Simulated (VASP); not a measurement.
# Na (P6_3/mmc) in VASP: further runs

The runs below take Na through single point, with PBE.

All numbers are computed with VASP 6.6.1; they aren't measurements. Logs are shortened: lines on timing, memory, paths and dates and some standing lists are left out, and cuts for length are marked.

**1. The cell of the first run**

The structure is hexagonal, space group P6_3/mmc (No. 194). Conventional cell: a = 3.754 Å, b = 3.754 Å, c = 24.292 Å, α = 90.00°, β = 90.00°, γ = 120.00°. Na (site symmetry -6m2) has 12 Na at 3.73 to 3.75 Å within 4.9 Å. Na (site symmetry 3m) has 12 Na at 3.73 to 3.75 Å within 4.9 Å. Within 4.9 Å of Na (site symmetry -3m) lie 12 Na at 3.73 to 3.75 Å.

**2. Single point, PBE**

Input file INCAR:

```
PREC = Accurate ; ENCUT = 520
EDIFF = 1E-7 ; ISMEAR = 0
SIGMA = 0.1 ; LREAL = F
LASPH = T ; NELM = 60
ALGO = Fast ; ISIF = 2
LWAVE = F ; LCHARG = T
GGA = PE ; LELF = T
LVHAR = T ; NBANDS = 38
```

Input file KPOINTS:

```
Automatic mesh
0
Gamma
  6 6 1
```

Input file POSCAR:

```
Na
1.0
    3.7539719000      0.0000000000      0.0000000000
   -1.8769859000      3.2510350000      0.0000000000
    0.0000000000      0.0000000000     24.2919426000
Na
8
Direct
    0.3333333000      0.6666667000      0.7500000000
    0.6666667000      0.3333333000      0.8749890000
    0.0000000000      0.0000000000      0.0000000000
    0.3333333000      0.6666667000      0.1250110000
    0.6666667000      0.3333333000      0.2500000000
    0.3333333000      0.6666667000      0.3749890000
    0.0000000000      0.0000000000      0.5000000000
    0.6666667000      0.3333333000      0.6250110000
```

Potentials or basis: VASP PAW PBE potentials, release 64 (Na_pv).

On the command line:

```console
$ cat potpaw_PBE.64/Na_pv/POTCAR > POTCAR
$ mpirun -np 1 vasp_std > vasp.out
```

OUTCAR:

```text
PREC = Accurate
   ENCUT = 520
   EDIFF = 1E-7
   ISMEAR = 0
   LREAL = F
   LASPH = T
   NELM = 60
   ISIF = 2
   GGA = PE

 ion  position               nearest neighbor table
   1  0.333  0.667  0.750-
   2  0.667  0.333  0.875-
   3  0.000  0.000  0.000-
   4  0.333  0.667  0.125-
   5  0.667  0.333  0.250-
   6  0.333  0.667  0.375-
   7  0.000  0.000  0.500-
   8  0.667  0.333  0.625-

  LATTYP: Found a hexagonal cell.
 ALAT       =     3.7539719000
 C/A-ratio  =     6.4709974521

  Lattice vectors:

 A1 = (   3.7539719000,   0.0000000000,   0.0000000000)
 A2 = (  -1.8769859000,   3.2510350000,   0.0000000000)
 A3 = (   0.0000000000,   0.0000000000,  24.2919426000)

Analysis of symmetry for initial positions (statically):
=====================================================================
 Subroutine PRICEL returns:
 Original cell was already a primitive cell.

 Routine SETGRP: Setting up the symmetry group for a
 hexagonal supercell.

 Subroutine GETGRP returns: Found 24 space group operations
 (whereof 12 operations were pure point group operations)
 out of a pool of 24 trial point group operations.

The static configuration has the point symmetry D_3d.
 The point group associated with its full space group is D_6h.

Analysis of symmetry for dynamics (positions and initial velocities):
=====================================================================
 Subroutine PRICEL returns:
 Original cell was already a primitive cell.

 Routine SETGRP: Setting up the symmetry group for a
 hexagonal supercell.

 Subroutine GETGRP returns: Found 24 space group operations
 (whereof 12 operations were pure point group operations)
 out of a pool of 24 trial point group operations.

The dynamic configuration has the point symmetry D_3d.
 The point group associated with its full space group is D_6h.

 Subroutine INISYM returns: Found 24 space group operations
 (whereof 12 operations are pure point group operations),
 and found     1 'primitive' translations

----------------------------------------------------------------------------------------

                                     Primitive cell

  volume of cell :     296.4660

  direct lattice vectors                    reciprocal lattice vectors
     3.753971900  0.000000000  0.000000000     0.266384519  0.153797171  0.000000000
    -1.876985900  3.251035000  0.000000000     0.000000000  0.307594351  0.000000000
     0.000000000  0.000000000 24.291942600     0.000000000  0.000000000  0.041165913

  length of vectors
     3.753971900  3.753971849 24.291942600     0.307594347  0.307594351  0.041165913

  position of ions in fractional coordinates (direct lattice)
     0.333333300  0.666666700  0.750000000
     0.666666700  0.333333300  0.874989000
     0.000000000  0.000000000  0.000000000
     0.333333300  0.666666700  0.125011000
     0.666666700  0.333333300  0.250000000
     0.333333300  0.666666700  0.374989000
     0.000000000  0.000000000  0.500000000
     0.666666700  0.333333300  0.625011000

  ion indices of the primitive-cell ions
   primitive index   ion index
                 1           1
                 2           2
                 3           3
                 4           4
                 5           5
                 6           6
                 7           7
                 8           8

----------------------------------------------------------------------------------------

 KPOINTS: Automatic mesh

Automatic generation of k-mesh.
 Grid dimensions read from file:
 generate k-points for:    6    6    1

 Generating k-lattice:

  Cartesian coordinates                     Fractional coordinates (reciprocal lattice)
     0.044397420  0.025632862  0.000000000     0.166666667 -0.000000000  0.000000000
     0.000000000  0.051265725  0.000000000     0.000000000  0.166666667  0.000000000
     0.000000000  0.000000000  0.041165913     0.000000000  0.000000000  1.000000000

  Length of vectors
     0.051265724  0.051265725  0.041165913

  Shift w.r.t. Gamma in fractional coordinates (k-lattice)
     0.000000000  0.000000000  0.000000000

 Subroutine IBZKPT returns following result:
 ===========================================

 Found      7 irreducible k-points:

 Following reciprocal coordinates:
            Coordinates               Weight
  0.000000  0.000000  0.000000      1.000000
  0.166667  0.000000  0.000000      6.000000
  0.333333  0.000000  0.000000      6.000000
  0.500000  0.000000  0.000000      3.000000
  0.166667  0.166667  0.000000      6.000000
  0.333333  0.166667  0.000000     12.000000
  0.333333  0.333333  0.000000      2.000000
   k-points           NKPTS =      7   k-points in BZ     NKDIM =      7   number of bands    NBANDS=     38
   number of dos      NEDOS =    301   number of ions     NIONS =      8
   total plane-waves  NPLWV = 150528
   dimension x,y,z NGX =    28 NGY =   28 NGZ =  192
   dimension x,y,z NGXF=    56 NGYF=   56 NGZF=  384
   ions per type =               8
   NGX,Y,Z   is equivalent  to a cutoff of  12.40, 12.40, 13.14 a.u.
   NGXF,Y,Z  is equivalent  to a cutoff of  24.80, 24.80, 26.28 a.u.
 SYSTEM =  unknown system
   PREC   = accura    normal or accurate (medium, high low for compatibility)
   ISTART =      0    job   : 0-new  1-cont  2-samecut
   ICHARG =      2    charge: 1-file 2-atom 10-const
   ISPIN  =      1    spin polarized calculation?
   LNONCOLLINEAR =      F non collinear calculations
   LSORBIT =      F    spin-orbit coupling
   LASPH  =      T    aspherical Exc in radial PAW
   ENCUT  =  520.0 eV  38.22 Ry    6.18 a.u.   6.98  6.98 45.17*2*pi/ulx,y,z
   NELM   =     60;   NELMIN=  2; NELMDL= -5     # of ELM steps
   EDIFF  = 0.1E-06   stopping-criterion for ELM
   LREAL  =      F    real-space projection
   EDIFFG = 0.1E-05   stopping-criterion for IOM
   NSW    =      0    number of steps for IOM
   IBRION =     -1    ionic relax: 0-MD 1-quasi-New 2-CG
   NFREE  =      0    steps in history (QN), initial steepest desc. (CG)
   ISIF   =      2    stress and relaxation
   ISYM   =      2    0-nonsym 1-usesym 2-fastsym
   POTIM  = 0.5000    time-step for ionic-motion
   TEBEG  =    0.0;   TEEND  =   0.0 temperature during run
   PSTRESS=    0.0 pullay stress
   NELECT =      56.0000    total number of electrons
   NUPDOWN=      -1.0000    fix difference up-down
   EMIN   =  10.00;   EMAX   =-10.00  energy-range for DOS
   EFERMI =   0.00;   METHOD = LEGACY
   ISMEAR =     0;   SIGMA  =   0.10  broadening in eV -4-tet -1-fermi 0-gaus
   EFERMI_NEDOS =   21; number of points for ismear=-14 and -15
   IALGO  =     68    algorithm
   IMIX   =      4    mixing-type and parameters
     AMIX     =   0.40;   BMIX     =  1.00
     AMIX_MAG =   1.60;   BMIX_MAG =  1.00
  volume/ion in A,a.u.               =      37.06       250.08
  Fermi-wavevector in a.u.,A,eV,Ry     =   0.939318  1.775053 12.004663  0.882318
  Thomas-Fermi vector in A             =   2.066618
   LORBIT       =      0    0 simple, 1 ext, 2 COOP (PROOUT), +10 PAW based schemes
   GGA     = PE    functional components
   LHFCALC =     F    Hartree Fock is set to
   AEXX    =    0.0000 exact exchange contribution
   IVDW    =     0    specifies the selected vdW correction
   LEPSILON=     F    determine dielectric tensor
   LRPA    =     F    only Hartree local field effects (RPA)
 non-spin polarized calculation
 RMM-DIIS sequential band-by-band and
 Gauss-broadening in eV      SIGMA  =   0.10
  energy-cutoff  :      520.00
  volume of cell :      296.47
 maximum number of plane-waves:      8018
 NGX is ok and might be reduce to    28
   NGX = 13   NGY = 13   NGZ = 91

 number of electron      55.9999982 magnetization

 Free energy of the ion-electron system (eV)
  ---------------------------------------------------
  ext. energy  EPLUGINS =         0.00000000
  ---------------------------------------------------
  free energy    TOTEN  =       -10.53107094 eV

  energy without entropy =      -10.52267198  energy(sigma->0) =      -10.52687146

 E-fermi :   0.2092     XC(G=0):  -6.5025

 val. band max:        0.0868657570   @ k =   0.3333   0.1667   0.0000
 cond. band min:       0.5308937097   @ k =   0.1667   0.1667   0.0000
 fundamental gap:      0.4440279527
 Fermi energy:         0.2092112005

 k-point     1 :       0.0000    0.0000    0.0000
  band No.  band energies     occupation
      1     -24.6037      2.00000
      2     -24.5986      2.00000
      3     -24.5983      2.00000
      4     -24.5859      2.00000
      5     -24.5857      2.00000
      6     -24.5733      2.00000
[... 30 lines left out ...]
     37       5.9570      0.00000
     38       8.9186      0.00000

 k-point     2 :       0.1667    0.0000    0.0000
  band No.  band energies     occupation
      1     -24.6007      2.00000
      2     -24.5969      2.00000
      3     -24.5965      2.00000
      4     -24.5872      2.00000
      5     -24.5870      2.00000
      6     -24.5781      2.00000
[... 30 lines left out ...]
     37       6.1984      0.00000
     38       6.8114      0.00000

 k-point     3 :       0.3333    0.0000    0.0000
  band No.  band energies     occupation
      1     -24.5968      2.00000
      2     -24.5958      2.00000
      3     -24.5954      2.00000
      4     -24.5950      2.00000
      5     -24.5924      2.00000
      6     -24.5911      2.00000
[... 30 lines left out ...]
     37       4.2067      0.00000
     38       4.2820      0.00000

 k-point     4 :       0.5000    0.0000    0.0000
  band No.  band energies     occupation
      1     -24.6013      2.00000
      2     -24.6009      2.00000
      3     -24.5987      2.00000
      4     -24.5986      2.00000
      5     -24.5981      2.00000
      6     -24.5978      2.00000
[... 30 lines left out ...]
     37       2.9333      0.00000
     38       2.9622      0.00000

 k-point     5 :       0.1667    0.1667    0.0000
  band No.  band energies     occupation
      1     -24.5957      2.00000
      2     -24.5950      2.00000
      3     -24.5947      2.00000
      4     -24.5916      2.00000
      5     -24.5915      2.00000
      6     -24.5866      2.00000
[... 30 lines left out ...]
     37       5.2030      0.00000
     38       5.2323      0.00000

 k-point     6 :       0.3333    0.1667    0.0000
  band No.  band energies     occupation
      1     -24.5979      2.00000
      2     -24.5975      2.00000
      3     -24.5959      2.00000
      4     -24.5959      2.00000
      5     -24.5948      2.00000
      6     -24.5948      2.00000
[... 30 lines left out ...]
     37       3.4832      0.00000
     38       3.9055      0.00000

 k-point     7 :       0.3333    0.3333    0.0000
  band No.  band energies     occupation
      1     -24.5940      2.00000
      2     -24.5940      2.00000
      3     -24.5938      2.00000
      4     -24.5936      2.00000
      5     -24.5936      2.00000
      6     -24.5924      2.00000
[... 30 lines left out ...]
     37       2.8580      0.00000
     38       2.8592      0.00000

------------------------ aborting loop because EDIFF is reached ----------------------------------------

  FORCE on cell =-STRESS in cart. coord.  units (eV):
  Direction    XX          YY          ZZ          XY          YZ          ZX
  --------------------------------------------------------------------------------------
  -------------------------------------------------------------------------------------
  Total        0.3166824      0.3166824     -0.7373368      0.0000000      0.0000000      0.0000000
  in kB        1.7114318      1.7114318     -3.9847549      0.0000000      0.0000000      0.0000000
  external PRESSURE =      -0.1872971 kB  Pullay stress =       0.0000000 kB

 VOLUME and BASIS-vectors are now :
 -----------------------------------------------------------------------------
  energy-cutoff  :      520.00
  volume of cell :      296.47
      direct lattice vectors                 reciprocal lattice vectors
     3.753971900  0.000000000  0.000000000     0.266384519  0.153797171  0.000000000
    -1.876985900  3.251035000  0.000000000     0.000000000  0.307594351  0.000000000
     0.000000000  0.000000000 24.291942600     0.000000000  0.000000000  0.041165913

 POSITION                                       TOTAL-FORCE (eV/Angst)
 -----------------------------------------------------------------------------------
     -0.00000      2.16736     18.21896         0.000000      0.000000      0.000000
      1.87699      1.08368     21.25518         0.000000      0.000000      0.000071
      0.00000      0.00000      0.00000        -0.000000      0.000000      0.000000
     -0.00000      2.16736      3.03676        -0.000000     -0.000000     -0.000071
      1.87699      1.08368      6.07299        -0.000000      0.000000      0.000000
     -0.00000      2.16736      9.10921         0.000000      0.000000      0.000071
      0.00000      0.00000     12.14597        -0.000000      0.000000      0.000000
      1.87699      1.08368     15.18273        -0.000000      0.000000     -0.000071
 -----------------------------------------------------------------------------------
    total drift:                                0.000000      0.000000      0.000000

  FREE ENERGIE OF THE ION-ELECTRON SYSTEM (eV)
  ---------------------------------------------------
  free  energy   TOTEN  =       -10.5310709368 eV

  energy  without entropy=      -10.5226719827  energy(sigma->0) =      -10.52687146
```

It took 1.9 min on 1 thread of AMD EPYC 7R13 (Zen 3), shared host; peak memory 0.35 GiB.

What came out:

| Property | Result |
| --- | --- |
| Free energy | -10.5311 eV |
| Pressure | 0.0 GPa |
| Band gap on the k mesh | zero (band 28 reaches 1.81 eV, above the bottom of band 29 at -1.91 eV) |

**3. Single point, PBE**

Input file INCAR:

```
  PREC = Accurate
  ENCUT = 520
  EDIFF = 1E-6
  ISMEAR = 0
  SIGMA = 0.1
  LREAL = F
  LASPH = T
  NELM = 80
  ALGO = Fast
  ISIF = 2
  LWAVE = F
  LCHARG = F
  GGA = PE
  NBANDS = 38
```

Input file KPOINTS:

```
Automatic mesh
0
Gamma
  12 12 2
```

Input file POSCAR:

```
Na
1.0
    3.7539718824     -0.0000000289      0.0000000000
   -1.8769859162      3.2510350297      0.0000000000
    0.0000000000      0.0000000000     24.2919426000
Na
8
Direct
    0.3333333333      0.6666666667      0.7500000000
    0.6666666667      0.3333333333      0.8749890000
    0.0000000000      0.0000000000      0.0000000000
    0.3333333333      0.6666666667      0.1250110000
    0.6666666667      0.3333333333      0.2500000000
    0.3333333333      0.6666666667      0.3749890000
    0.0000000000      0.0000000000      0.5000000000
    0.6666666667      0.3333333333      0.6250110000
```

Potentials or basis: VASP PAW PBE potentials, release 64 (Na_pv).

On the command line:

```console
$ cat potpaw_PBE.64/Na_pv/POTCAR > POTCAR
$ mpirun -np 1 vasp_std > vasp.out
```

OUTCAR:

```text
PREC = Accurate
   ENCUT = 520
   EDIFF = 1E-6
   ISMEAR = 0
   LREAL = F
   LASPH = T
   NELM = 80
   ISIF = 2
   GGA = PE

 ion  position               nearest neighbor table
   1  0.333  0.667  0.750-
   2  0.667  0.333  0.875-
   3  0.000  0.000  0.000-
   4  0.333  0.667  0.125-
   5  0.667  0.333  0.250-
   6  0.333  0.667  0.375-
   7  0.000  0.000  0.500-
   8  0.667  0.333  0.625-

  LATTYP: Found a hexagonal cell.
 ALAT       =     3.7539718824
 C/A-ratio  =     6.4709974824

  Lattice vectors:

 A1 = (   3.7539718824,  -0.0000000289,   0.0000000000)
 A2 = (  -1.8769859162,   3.2510350297,   0.0000000000)
 A3 = (   0.0000000000,   0.0000000000,  24.2919426000)

Analysis of symmetry for initial positions (statically):
=====================================================================
 Subroutine PRICEL returns:
 Original cell was already a primitive cell.

 Routine SETGRP: Setting up the symmetry group for a
[... 180 lines left out ...]
  free energy    TOTEN  =       -10.51549969 eV

  energy without entropy =      -10.50086151  energy(sigma->0) =      -10.50818060

 E-fermi :   0.3197     XC(G=0):  -6.5026

 val. band max:        0.3005284280   @ k =   0.2500   0.2500   0.5000
 cond. band min:       0.3722309245   @ k =   0.4167   0.0833   0.0000
 fundamental gap:      0.0717024965
 Fermi energy:         0.3197137029

 k-point     1 :       0.0000    0.0000    0.0000
  band No.  band energies     occupation
      1     -24.6031      2.00000
      2     -24.5981      2.00000
      3     -24.5978      2.00000
      4     -24.5854      2.00000
      5     -24.5851      2.00000
      6     -24.5727      2.00000
[... 973 lines left out ...]
     37       4.0905      0.00000
     38       4.0905      0.00000

 [... further k-points ...]
[... 5 lines left out ...]
  --------------------------------------------------------------------------------------
  -------------------------------------------------------------------------------------
  Total       -0.0426490     -0.0426490      0.0108639      0.0000000      0.0000000      0.0000000
  in kB       -0.2304858     -0.2304858      0.0587113      0.0000000      0.0000000      0.0000000
  external PRESSURE =      -0.1340868 kB  Pullay stress =       0.0000000 kB

 VOLUME and BASIS-vectors are now :
 -----------------------------------------------------------------------------
  energy-cutoff  :      520.00
  volume of cell :      296.47
      direct lattice vectors                 reciprocal lattice vectors
     3.753971882 -0.000000029  0.000000000     0.266384522  0.153797173  0.000000000
    -1.876985916  3.251035030  0.000000000     0.000000002  0.307594349  0.000000000
     0.000000000  0.000000000 24.291942600     0.000000000  0.000000000  0.041165913

 POSITION                                       TOTAL-FORCE (eV/Angst)
 -----------------------------------------------------------------------------------
      0.00000      2.16736     18.21896         0.000000     -0.000000      0.000000
      1.87699      1.08368     21.25518        -0.000000     -0.000000      0.000035
      0.00000      0.00000      0.00000         0.000000      0.000000      0.000000
      0.00000      2.16736      3.03676         0.000000      0.000000     -0.000035
      1.87699      1.08368      6.07299        -0.000000      0.000000      0.000000
      0.00000      2.16736      9.10921         0.000000      0.000000      0.000035
      0.00000      0.00000     12.14597         0.000000      0.000000      0.000000
      1.87699      1.08368     15.18273        -0.000000     -0.000000     -0.000035
 -----------------------------------------------------------------------------------
    total drift:                                0.000000      0.000000      0.000000

  FREE ENERGIE OF THE ION-ELECTRON SYSTEM (eV)
  ---------------------------------------------------
  free  energy   TOTEN  =       -10.5154996907 eV

  energy  without entropy=      -10.5008615063  energy(sigma->0) =      -10.50818060
```

stdout:

```text
POSCAR found type information on POSCAR Na
 POSCAR found :  1 types and       8 ions
 scaLAPACK will be used
 LDA part: xc-table for (Slater+PW92), standard interpolation
 POSCAR, INCAR and KPOINTS ok, starting setup
 FFT: planning ... GRIDC
 FFT: planning ... GRID_SOFT
 FFT: planning ... GRID
 WAVECAR not read
 entering main loop
```

Run time: 10 min. Hardware: 1 thread of AMD EPYC 7R13 (Zen 3), shared host; peak memory 0.51 GiB.

What came out:

| Quantity | Value |
| --- | --- |
| Free energy | -10.5155 eV |
| Pressure | 0.0 GPa |
| Band gap on the k mesh | zero (band 28 reaches 1.81 eV, above the bottom of band 29 at -1.91 eV) |

Levels at points of the mesh, in eV from the Fermi level:
| k point | band 26 | band 27 | band 28 | band 29 | band 30 | band 31 | band 32 | band 33 |
| --- | --- | --- | --- | --- | --- | --- | --- | --- |
| (0.00, 0.00, 0.00) | -3.01 | -3.01 | -2.22 | -2.22 | -0.95 | -0.95 | 0.61 | 1.03 |
| (0.50, 0.00, 0.00) | 0.29 | 0.46 | 0.47 | 0.56 | 0.60 | 1.18 | 1.21 | 1.38 |
| (0.00, 0.00, 0.50) | -3.20 | -2.68 | -2.68 | -1.65 | -1.65 | -0.14 | -0.14 | 1.88 |
| (0.50, 0.00, 0.50) | 0.32 | 0.36 | 0.36 | 0.74 | 0.74 | 0.96 | 0.96 | 1.72 |
